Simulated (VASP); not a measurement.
# OF2 (Fm-3m) in VASP: a series of runs

Aim: see how the results for OF2 move with the level of theory and the settings. Levels: PBEsol, r2SCAN+rVV10. Tasks: single point, relaxation of cell and atoms.

Everything below comes from runs of VASP 6.6.1. Logs are shortened: lines on timing, memory, paths and dates and some standing lists are left out, and cuts for length are marked.

## 1. The cell of the first run

The structure is cubic, space group Fm-3m (No. 225). Conventional cell: a = 4.873 Å, b = 4.873 Å, c = 4.873 Å, α = 90.00°, β = 90.00°, γ = 90.00°. Within 2.8 Å of O (site symmetry m-3m) lie 8 F at 2.11 Å. Within 2.8 Å of F (site symmetry -43m) lie 4 O at 2.11 Å and 6 F at 2.44 Å.

## 2. Single point, PBEsol

Contents of INCAR:

```
  PREC = Accurate
  ENCUT = 600
  EDIFF = 1E-6
  ISMEAR = -1
  SIGMA = 0.03
  LREAL = F
  LASPH = T
  NELM = 120
  ALGO = Normal
  ISIF = 2
  LWAVE = F
  LCHARG = F
  GGA = PS
  NBANDS = 17
  GGA_COMPAT = F
```

Contents of KPOINTS:

```
Automatic mesh
0
Gamma
  6 6 6
```

Contents of POSCAR:

```
OF2
1.0
    0.0000000000      2.4364165328      2.4364165328
    2.4364165328      0.0000000000      2.4364165328
    2.4364165328      2.4364165328      0.0000000000
O F
1 2
Direct
    0.0000000000      0.0000000000      0.0000000000
    0.7500000000      0.7500000000      0.7500000000
    0.2500000000      0.2500000000      0.2500000000
```

Potentials or basis: VASP PAW PBE potentials, release 64 (O, F).

Run with:

```console
cat potpaw_PBE.64/O/POTCAR potpaw_PBE.64/F/POTCAR > POTCAR
mpirun -np 1 vasp_std > vasp.out
```

OUTCAR:

```text
PREC = Accurate
   ENCUT = 600
   EDIFF = 1E-6
   ISMEAR = -1
   LREAL = F
   LASPH = T
   NELM = 120
   ISIF = 2
   GGA = PS

 ion  position               nearest neighbor table
   1  0.000  0.000  0.000-
   2  0.750  0.750  0.750-
   3  0.250  0.250  0.250-

  LATTYP: Found a face centered cubic cell.
 ALAT       =     4.8728330656

  Lattice vectors:

 A1 = (   0.0000000000,   2.4364165328,   2.4364165328)
 A2 = (   2.4364165328,   0.0000000000,   2.4364165328)
 A3 = (   2.4364165328,   2.4364165328,   0.0000000000)

Analysis of symmetry for initial positions (statically):
=====================================================================
 Subroutine PRICEL returns:
 Original cell was already a primitive cell.

 Routine SETGRP: Setting up the symmetry group for a
 face centered cubic supercell.

 Subroutine GETGRP returns: Found 48 space group operations
 (whereof 48 operations were pure point group operations)
 out of a pool of 48 trial point group operations.

The static configuration has the point symmetry O_h .

Analysis of symmetry for dynamics (positions and initial velocities):
=====================================================================
 Subroutine PRICEL returns:
 Original cell was already a primitive cell.

 Routine SETGRP: Setting up the symmetry group for a
 face centered cubic supercell.

 Subroutine GETGRP returns: Found 48 space group operations
 (whereof 48 operations were pure point group operations)
 out of a pool of 48 trial point group operations.

The dynamic configuration has the point symmetry O_h .

 Subroutine INISYM returns: Found 48 space group operations
 (whereof 48 operations are pure point group operations),
 and found     1 'primitive' translations

----------------------------------------------------------------------------------------

                                     Primitive cell

  volume of cell :      28.9257

  direct lattice vectors                    reciprocal lattice vectors
     0.000000000  2.436416533  2.436416533    -0.205219425  0.205219425  0.205219425
     2.436416533  0.000000000  2.436416533     0.205219425 -0.205219425  0.205219425
     2.436416533  2.436416533  0.000000000     0.205219425  0.205219425 -0.205219425

  length of vectors
     3.445613304  3.445613304  3.445613304     0.355450471  0.355450471  0.355450471

  position of ions in fractional coordinates (direct lattice)
     0.000000000  0.000000000  0.000000000
     0.750000000  0.750000000  0.750000000
     0.250000000  0.250000000  0.250000000

  ion indices of the primitive-cell ions
   primitive index   ion index
                 1           1
                 2           2
                 3           3

----------------------------------------------------------------------------------------

 KPOINTS: Automatic mesh

Automatic generation of k-mesh.
 Grid dimensions read from file:
 generate k-points for:    6    6    6

 Generating k-lattice:

  Cartesian coordinates                     Fractional coordinates (reciprocal lattice)
    -0.034203238  0.034203238  0.034203238     0.166666667  0.000000000  0.000000000
     0.034203238 -0.034203238  0.034203238     0.000000000  0.166666667  0.000000000
     0.034203238  0.034203238 -0.034203238     0.000000000  0.000000000  0.166666667

  Length of vectors
     0.059241745  0.059241745  0.059241745

  Shift w.r.t. Gamma in fractional coordinates (k-lattice)
     0.000000000  0.000000000  0.000000000

 Subroutine IBZKPT returns following result:
 ===========================================

 Found     16 irreducible k-points:

 Following reciprocal coordinates:
            Coordinates               Weight
  0.000000  0.000000  0.000000      1.000000
  0.166667  0.000000  0.000000      8.000000
  0.333333  0.000000  0.000000      8.000000
  0.500000  0.000000  0.000000      4.000000
  0.166667  0.166667  0.000000      6.000000
  0.333333  0.166667  0.000000     24.000000
[... 8 lines left out ...]
 -0.333333  0.333333  0.166667     24.000000
 -0.333333  0.500000  0.166667     12.000000
   k-points           NKPTS =     16   k-points in BZ     NKDIM =     16   number of bands    NBANDS=     17
   number of dos      NEDOS =    301   number of ions     NIONS =      3
   total plane-waves  NPLWV =  21952
   dimension x,y,z NGX =    28 NGY =   28 NGZ =   28
   dimension x,y,z NGXF=    56 NGYF=   56 NGZF=   56
   ions per type =               1   2
   NGX,Y,Z   is equivalent  to a cutoff of  13.51, 13.51, 13.51 a.u.
   NGXF,Y,Z  is equivalent  to a cutoff of  27.02, 27.02, 27.02 a.u.
 SYSTEM =  unknown system
   PREC   = accura    normal or accurate (medium, high low for compatibility)
   ISTART =      0    job   : 0-new  1-cont  2-samecut
   ICHARG =      2    charge: 1-file 2-atom 10-const
   ISPIN  =      1    spin polarized calculation?
   LNONCOLLINEAR =      F non collinear calculations
   LSORBIT =      F    spin-orbit coupling
[... 125 lines left out ...]
[... 9 lines left out ...]
     16      20.5587      0.00000
     17      23.2300      0.00000

 k-point     7 :       0.5000    0.1667    0.0000
  band No.  band energies     occupation
      1     -22.6995      2.00000
      2     -22.2605      2.00000
      3     -18.0964      2.00000
      4      -6.0124      2.00000
      5      -5.8729      2.00000
      6      -5.0649      2.00000
[... 9 lines left out ...]
     16      19.8980      0.00000
     17      24.1636      0.00000

 k-point     8 :      -0.3333    0.1667    0.0000
  band No.  band energies     occupation
      1     -22.8888      2.00000
      2     -22.1232      2.00000
      3     -18.0028      2.00000
      4      -5.9694      2.00000
      5      -5.5103      2.00000
      6      -5.3316      2.00000
[... 9 lines left out ...]
     16      19.8429      0.00000
     17      23.7499      0.00000

 k-point     9 :      -0.1667    0.1667    0.0000
  band No.  band energies     occupation
      1     -23.4592      2.00000
      2     -21.7643      2.00000
      3     -17.5718      2.00000
      4      -5.6371      2.00000
      5      -5.4063      2.00000
      6      -4.9305      2.00000
[... 9 lines left out ...]
     16      21.1156      0.00000
     17      22.3535      0.00000

 k-point    10 :       0.3333    0.3333    0.0000
  band No.  band energies     occupation
      1     -23.0724      2.00000
      2     -21.8753      2.00000
      3     -18.0429      2.00000
      4      -6.3613      2.00000
      5      -6.3613      2.00000
      6      -4.5193      2.00000
[... 9 lines left out ...]
     16      21.8466      0.00000
     17      22.2096      0.00000

 k-point    11 :       0.5000    0.3333    0.0000
  band No.  band energies     occupation
      1     -22.6972      2.00000
      2     -22.0679      2.00000
      3     -18.3577      2.00000
      4      -6.5521      2.00000
      5      -6.4599      2.00000
      6      -4.5132      2.00000
[... 9 lines left out ...]
     16      21.2513      0.00000
     17      22.9167      0.00000

 k-point    12 :      -0.3333    0.3333    0.0000
  band No.  band energies     occupation
      1     -22.4312      2.00000
      2     -22.3628      2.00000
      3     -18.3442      2.00000
      4      -6.4586      2.00000
      5      -6.1243      2.00000
      6      -4.6913      2.00000
[... 9 lines left out ...]
     16      20.1813      0.00000
     17      23.3384      0.00000

 k-point    13 :       0.5000    0.5000    0.0000
  band No.  band energies     occupation
      1     -22.6695      2.00000
      2     -21.9990      2.00000
      3     -18.4836      2.00000
      4      -6.6878      2.00000
      5      -6.6878      2.00000
      6      -4.7191      2.00000
[... 9 lines left out ...]
     16      22.0255      0.00000
     17      22.0255      0.00000

 k-point    14 :       0.5000    0.3333    0.1667
  band No.  band energies     occupation
      1     -22.8741      2.00000
      2     -22.0448      2.00000
      3     -18.1296      2.00000
      4      -6.4675      2.00000
      5      -5.7787      2.00000
      6      -4.9196      2.00000
[... 9 lines left out ...]
     16      20.2730      0.00000
     17      23.4571      0.00000

 k-point    15 :      -0.3333    0.3333    0.1667
  band No.  band energies     occupation
      1     -22.4282      2.00000
      2     -22.3658      2.00000
      3     -18.3438      2.00000
      4      -6.7043      2.00000
      5      -5.3881      2.00000
      6      -5.3075      2.00000
[... 9 lines left out ...]
     16      20.2531      0.00000
     17      23.6572      0.00000

 k-point    16 :      -0.3333    0.5000    0.1667
  band No.  band energies     occupation
      1     -22.5125      2.00000
      2     -22.1780      2.00000
      3     -18.4797      2.00000
      4      -6.9123      2.00000
      5      -6.0039      2.00000
      6      -4.3694      2.00000
[... 9 lines left out ...]
     16      20.8901      0.00000
     17      23.6837      0.00000

------------------------ aborting loop because EDIFF is reached ----------------------------------------

  FORCE on cell =-STRESS in cart. coord.  units (eV):
  Direction    XX          YY          ZZ          XY          YZ          ZX
  --------------------------------------------------------------------------------------
  -------------------------------------------------------------------------------------
  Total       -0.0997681     -0.0997681     -0.0997681      0.0000000      0.0000000     -0.0000000
  in kB       -5.5260862     -5.5260862     -5.5260862      0.0000000      0.0000000     -0.0000000
  external PRESSURE =      -5.5260862 kB  Pullay stress =       0.0000000 kB

 VOLUME and BASIS-vectors are now :
 -----------------------------------------------------------------------------
  energy-cutoff  :      600.00
  volume of cell :       28.93
      direct lattice vectors                 reciprocal lattice vectors
     0.000000000  2.436416533  2.436416533    -0.205219425  0.205219425  0.205219425
     2.436416533  0.000000000  2.436416533     0.205219425 -0.205219425  0.205219425
     2.436416533  2.436416533  0.000000000     0.205219425  0.205219425 -0.205219425

 POSITION                                       TOTAL-FORCE (eV/Angst)
 -----------------------------------------------------------------------------------
      0.00000      0.00000      0.00000         0.000000     -0.000000     -0.000000
      3.65462      3.65462      3.65462         0.000000      0.000000     -0.000000
      1.21821      1.21821      1.21821        -0.000000      0.000000      0.000000
 -----------------------------------------------------------------------------------
    total drift:                                0.000000      0.000000      0.000000

  FREE ENERGIE OF THE ION-ELECTRON SYSTEM (eV)
  ---------------------------------------------------
  free  energy   TOTEN  =        -5.3037814184 eV

  energy  without entropy=       -5.2878865991  energy(sigma->0) =       -5.29583401
```

It took 13 s on 1 thread of Intel Xeon Platinum 8259CL at 2.50GHz (Skylake/Cascade Lake), shared host; peak memory 0.15 GiB.

What came out:

- Free energy: -5.3038 eV
- Pressure: -0.6 GPa
- Band gap on the k mesh: zero (bands 10 and 11 overlap by 0.30 eV)

Levels at points of the mesh, in eV from the Fermi level:
```tsv
k point	band 6	band 7	band 8	band 9	band 10	band 11	band 12	band 13	band 14	band 15
(0.00, 0.00, 0.00)	-3.31	-3.27	-3.27	-3.27	-0.20	-0.20	-0.20	11.86	21.25	21.25
(0.50, 0.00, 0.00)	-4.36	-2.60	-2.60	-2.05	0.10	0.21	0.21	14.27	19.16	20.41
(0.50, 0.50, 0.00)	-3.65	-1.81	-1.28	-1.28	-1.00	0.44	0.44	13.61	19.07	22.14
```

Caveat: the k points lie up to 0.37 Å⁻¹ apart; the PAW data sets were made with another functional, which shifts forces and pressure a little.

## 3. Relaxation of cell and atoms, PBEsol

This run uses another cell than the first one, of 13.61 Å³/atom.

Contents of INCAR:

```
PREC = Accurate
ENCUT = 600
EDIFF = 1E-7
ISMEAR = -1
SIGMA = 0.03
LREAL = False
LASPH = True
NELM = 120
ALGO = Normal
ISIF = 3
LWAVE = False
LCHARG = False
GGA = PS
IBRION = 2
NSW = 100
EDIFFG = -0.01
GGA_COMPAT = False
NELMIN = 4
```

Contents of KPOINTS:

```
regular mesh
0
Gamma
  6 6 6
```

Contents of POSCAR:

```
OF2
1.0
    0.0000000000      2.7329457500      2.7329457500
    2.7329457500      0.0000000000      2.7329457500
    2.7329457500      2.7329457500      0.0000000000
O F
1 2
Direct
    0.0000000000      0.0000000000      0.0000000000
    0.7500000000      0.7500000000      0.7500000000
    0.2500000000      0.2500000000      0.2500000000
```

Potentials or basis: VASP PAW PBE potentials, release 64 (O, F).

Run with:

```console
cat potpaw_PBE.64/O/POTCAR potpaw_PBE.64/F/POTCAR > POTCAR
mpirun -np 1 vasp_std > vasp.out
```

It took 52 s on 1 thread of Intel Xeon Platinum 8259CL at 2.50GHz (Skylake/Cascade Lake), shared host; peak memory 0.17 GiB.

It converged, with:

```
Free energy                           : -5.3434 eV
Relaxed volume                        : 9.59 Å³/atom
Relaxed cell                          : a = 3.440 Å, b = 3.440 Å, c = 3.440 Å, α = 60.00°, β = 60.00°, γ = 60.00°
Space group after relaxing (to 0.1 Å) : Fm-3m (No. 225)
Energy gained by relaxing             : 264.1 meV/atom
Ionic steps                           : 5
Pressure after relaxing               : 0.0 GPa
Band gap on the k mesh                : zero (bands 10 and 11 overlap by 0.31 eV)
```

Step by step:
| step | energy change (eV) | largest force (eV/Å) | pressure (GPa) | volume (Å³) |
| --- | --- | --- | --- | --- |
| 1 | 0.0000 | 0.0000 | -14.37 | 40.82 |
| 2 | -0.5701 | 0.0000 | -11.34 | 34.03 |
| 3 | -0.7859 | 0.0000 | -2.59 | 29.54 |
| 4 | -0.7914 | 0.0000 | 1.03 | 28.49 |
| 5 | -0.7922 | 0.0000 | -0.05 | 28.78 |

Final structure:
```
O F
1.0
     0.00000    2.43230    2.43230
     2.43230    0.00000    2.43230
     2.43230    2.43230    0.00000
O F
1 2
Direct
  0.00000 0.00000 0.00000
  0.75000 0.75000 0.75000
  0.25000 0.25000 0.25000
```

Levels at points of the mesh, in eV from the Fermi level:
```tsv
k point	band 8	band 9	band 10	band 11	band 12	band 13
(0.00, 0.00, 0.00)	-3.29	-3.29	-0.20	-0.20	-0.20	11.89
(0.50, 0.00, 0.00)	-2.62	-2.06	0.10	0.21	0.21	14.28
(0.50, 0.50, 0.00)	-1.29	-1.29	-1.01	0.45	0.45	13.62
```

Caveat: the volume moved by over 15 % at a fixed basis, so the end points are rough; the PAW data sets were made with another functional, which shifts forces and pressure a little.

## 4. Single point, r2SCAN+rVV10

This run uses another cell than the first one, of 9.61 Å³/atom.

Contents of POSCAR:

```
OF2
1.0
    0.0000000000      2.4337412065      2.4337412065
    2.4337412065      0.0000000000      2.4337412065
    2.4337412065      2.4337412065      0.0000000000
O F
1 2
Direct
    0.0000000000      0.0000000000      0.0000000000
    0.7500000000      0.7500000000      0.7500000000
    0.2500000000      0.2500000000      0.2500000000
```

Contents of INCAR.step1:

```
SYSTEM = OF2
PREC     = Accurate       ! precision mode
ENCUT    = 660            ! plane-wave cutoff, eV
ISMEAR   = -1             ! smearing method
SIGMA    = 0.03           ! smearing width, eV
LREAL    = .FALSE.        ! projectors in reciprocal space
LASPH    = .TRUE.         ! aspherical terms in the spheres
NELM     = 120            ! most SCF steps
NBANDS   = 17             ! bands
GGA      = PE             ! functional
ALGO     = Normal         ! electronic algorithm
EDIFF    = 1E-5           ! SCF threshold, eV
LWAVE    = .TRUE.         ! write WAVECAR
LCHARG   = .FALSE.        ! write CHGCAR
GGA_COMPAT= .FALSE.
```

Contents of INCAR.step2:

```
SYSTEM = OF2
PREC     = Accurate       ! precision mode
ENCUT    = 660            ! plane-wave cutoff, eV
EDIFF    = 1E-6           ! SCF threshold, eV
ISMEAR   = -1             ! smearing method
SIGMA    = 0.03           ! smearing width, eV
LREAL    = .FALSE.        ! projectors in reciprocal space
LASPH    = .TRUE.         ! aspherical terms in the spheres
NELM     = 120            ! most SCF steps
ALGO     = Normal         ! electronic algorithm
ISIF     = 2              ! what is computed and relaxed
LWAVE    = .FALSE.        ! write WAVECAR
LCHARG   = .FALSE.        ! write CHGCAR
METAGGA  = R2SCAN         ! meta-GGA
LMIXTAU  = .TRUE.       
LUSE_VDW = .TRUE.       
IVDW_NL  = 2            
BPARAM   = 11.95        
CPARAM   = 0.0093       
NBANDS   = 17             ! bands
ISTART   = 1            
GGA_COMPAT= .FALSE.
```

Contents of KPOINTS:

```
Automatic mesh
0
G
  8 8 8
  0 0 0
```

Run with:

```console
cat potpaw_PBE.64/O/POTCAR potpaw_PBE.64/F/POTCAR > POTCAR
cp INCAR.step1 INCAR
mpirun -np 1 vasp_std > vasp.out
cp INCAR.step2 INCAR
mpirun -np 1 vasp_std > vasp.out
```

It took 2.3 min on 1 thread of Intel Xeon Platinum 8259CL at 2.50GHz (Skylake/Cascade Lake), shared host; peak memory 0.28 GiB.

The run converged. Its results:

```yaml
Free_energy: -6.9839 eV
Pressure: -0.9 GPa
Band_gap_on_the_k_mesh: zero (bands 10 and 11 overlap by 0.30 eV)
```

Levels at points of the mesh, in eV from the Fermi level:
```
           k point  band 6  band 7  band 8  band 9  band 10  band 11  band 12  band 13  band 14  band 15
(0.00, 0.00, 0.00)   -3.37   -3.33   -3.33   -3.33    -0.19    -0.19    -0.19    12.44    22.62    22.62
(0.50, 0.00, 0.00)   -4.44   -2.66   -2.66   -2.12     0.11     0.23     0.23    14.73    20.44    21.54
(0.50, 0.50, 0.00)   -3.75   -1.81   -1.34   -1.34    -1.05     0.48     0.48    14.08    20.31    23.67
```

Caveat: the PAW data sets were made with another functional, which shifts forces and pressure a little.

## 5. Overview

| task | level | cell | k mesh | cutoff (eV) | gap on the mesh (eV) | pressure (GPa) |
| --- | --- | --- | --- | --- | --- | --- |
| single point | PBEsol | a = 3.446 Å, angles 60.0°, 3 atoms | 6 × 6 × 6 | 600 | none | -0.6 |
| relaxation of cell and atoms | PBEsol | relaxed from a = 3.865 Å, angles 60.0°, 3 atoms | 6 × 6 × 6 | 600 | none | 0.0 |
| single point | r2SCAN+rVV10 | a = 3.442 Å, angles 60.0°, 3 atoms | 8 × 8 × 8 | 660 | none | -0.9 |

Alike in all rows: potentials or basis VASP PAW PBE potentials, release 64 (O, F); no spin polarisation; smearing fermi-dirac 0.03 eV.

Caveats: some runs use coarse meshes; the PAW data sets were made with another functional, which shifts forces and pressure a little; the volume moved by over 15 % at a fixed basis, so the end points are rough (at least some runs).

Absolute energies hang on the potentials; compare differences alone.
